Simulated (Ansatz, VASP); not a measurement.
**One calculation of NaCl, two programs**

```
Na Cl
1.0
     2.73219    2.73219    0.00000
    -2.73219    2.73219    0.00000
     0.00000    2.73219    2.73219
Na Cl
1 1
Direct
  0.00000 0.00000 0.00000
  0.50000 0.50000 0.00000
```

Alike in both runs: task single point; functional LDA; k mesh 8 × 8 × 8; no spin polarisation.

|  | VASP | Ansatz |
| --- | --- | --- |
| version | VASP 6.6.1 | Ansatz 0.2.0 |
| potentials or method | VASP PAW LDA potentials, release 64 (Na_pv, Cl), cutoff 500 eV | all-electron LAPW, scalar-relativistic |
| occupations | gaussian, width 0.01 eV | fixed |

|  | VASP | Ansatz | Ansatz less VASP |
| --- | --- | --- | --- |
| gap on the k mesh at the Fermi level (eV) | 5.08 | 5.08 | -0.005 |
| pressure (GPa) | 0.0 | 0.0 | 0.00 |

LDA's correlation is that of Perdew and Zunger in VASP and of Perdew and Wang (1992) in Ansatz. Ansatz ran all-electron here, and VASP with PAW potentials.
